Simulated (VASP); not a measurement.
A run of VASP 6.6.1 is set up as follows.

The input INCAR:

```
PREC = Accurate ; ENCUT = 600
EDIFF = 1E-7 ; ISMEAR = 0
SIGMA = 0.1 ; LREAL = False
LASPH = True ; NELM = 60
ALGO = Normal ; ISIF = 3
LWAVE = False ; LCHARG = False
GGA = PE ; IBRION = 2
NSW = 90 ; EDIFFG = -0.04
```

The input KPOINTS:

```
regular mesh
0
Gamma
  4 4 4
```

POSCAR

```
Ti3Al
1.0
    3.8812112600      0.0000000000      0.0000000000
    0.0000000000      3.8812112600      0.0000000000
    0.0000000000      0.0000000000      3.8812112600
Ti Al
3 1
Direct
    0.0000000000      0.5000000000      0.5000000000
    0.5000000000      0.0000000000      0.5000000000
    0.5000000000      0.5000000000      0.0000000000
    0.0000000000      0.0000000000      0.0000000000
```

Potentials or basis: VASP PAW PBE potentials, release 64 (Ti_sv, Al).

Launch:

```sh
$ cat potpaw_PBE.64/Ti_sv/POTCAR potpaw_PBE.64/Al/POTCAR > POTCAR
$ mpirun -np 1 vasp_std > vasp.out
```

Predict the relaxed volume.

16.62 Å³/atom.

Estimate the band gap on the k mesh.

zero (an odd number of electrons rules out a gap without spin polarisation).

Final structure:
```yaml
crystal:
  lattice:
    - [4.05081, 0.00000, 0.00000]
    - [0.00000, 4.05081, 0.00000]
    - [0.00000, 0.00000, 4.05081]
  atoms:
    - { symbol: Ti, position: [0.00000, 0.50000, 0.50000] }
    - { symbol: Ti, position: [0.50000, 0.00000, 0.50000] }
    - { symbol: Ti, position: [0.50000, 0.50000, 0.00000] }
    - { symbol: Al, position: [0.00000, 0.00000, 0.00000] }
```

Caveat: the k points lie up to 0.39 Å⁻¹ apart in the final cell, too coarse for converged energies and pressures of a metal.
